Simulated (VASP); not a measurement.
A run of VASP 6.6.1:

File INCAR:

```
PREC     = Accurate       # precision mode
ENCUT    = 600            # plane-wave cutoff, eV
EDIFF    = 1E-6           # SCF threshold, eV
ISMEAR   = 0              # smearing method
SIGMA    = 0.1            # smearing width, eV
LREAL    = False          # projectors in reciprocal space
LASPH    = True           # aspherical terms in the spheres
NELM     = 60             # most SCF steps
ALGO     = Normal         # electronic algorithm
ISIF     = 3              # what is computed and relaxed
LWAVE    = False          # write WAVECAR
LCHARG   = False          # write CHGCAR
GGA      = PE             # functional
IBRION   = 2              # ionic algorithm
NSW      = 100            # ionic steps
EDIFFG   = -0.01          # ionic threshold
```

Contents of KPOINTS:

```
regular mesh
0
Gamma
  8 8 4
```

The input POSCAR:

```
Cd2Se5
1.0
    3.8561614621     -2.3932874726      0.0000000000
    3.8561614621      2.3932874726      0.0000000000
   -0.3180686086      0.0000000000     11.2483458118
Cd Se
2 5
Direct
    0.2169476748      0.4534964128      0.1211139118
    0.5465035872      0.7830523252      0.8788860882
    0.5678198511      0.7919194181      0.1353808300
    0.2080805819      0.4321801489      0.8646191700
    0.4256535828      0.2601260988      0.3666866427
    0.7398739012      0.5743464172      0.6333133573
    0.2961385503      0.7038614497      0.5000000000
```

Potentials or basis: VASP PAW PBE potentials, release 64 (Cd, Se).

Launch:

```bash
$ cat potpaw_PBE.64/Cd/POTCAR potpaw_PBE.64/Se/POTCAR > POTCAR
$ mpirun -np 1 vasp_std > vasp.out
```

Hardware: 1 thread of Intel(R) Xeon(R) 6975P-C (Granite Rapids), on a shared host.

Estimate the wall time of this run.

It took 70 min on 1 thread of Intel(R) Xeon(R) 6975P-C (Granite Rapids), with other jobs on the host, peak memory 0.75 GiB. Counts: scf iterations 180, k points 78, ion steps 30.
